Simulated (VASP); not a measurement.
A run of VASP 6.6.1 is set up as follows.

The input INCAR:

```
SYSTEM = As
PREC = Accurate
ENCUT = 520
EDIFF = 1E-7
ISMEAR = -1
SIGMA = 0.05
LREAL = .FALSE.
LASPH = .TRUE.
NELM = 60
ALGO = Normal
ISIF = 2
LWAVE = .FALSE.
LCHARG = .TRUE.
GGA = PE
LELF = .TRUE.
LVHAR = .TRUE.
NBANDS = 8
```

File KPOINTS:

```
regular mesh
0
G
  17 17 17
  0 0 0
```

Contents of POSCAR:

```
As
1.0
    0.0000000000      2.1304909828      2.1304909828
    2.1304909828      0.0000000000      2.1304909828
    2.1304909828      2.1304909828      0.0000000000
As
1
Direct
    0.0000000000      0.0000000000      0.0000000000
```

Potentials or basis: VASP PAW PBE potentials, release 64 (As).

Command:

```console
$ cat potpaw_PBE.64/As/POTCAR > POTCAR
$ mpirun -np 1 vasp_std > vasp.out
```

(1) Estimate the band gap on the k mesh.

(2) Predict the pressure.

Results:

(1) zero (an odd number of electrons rules out a gap without spin polarisation).

(2) 0.0 GPa.
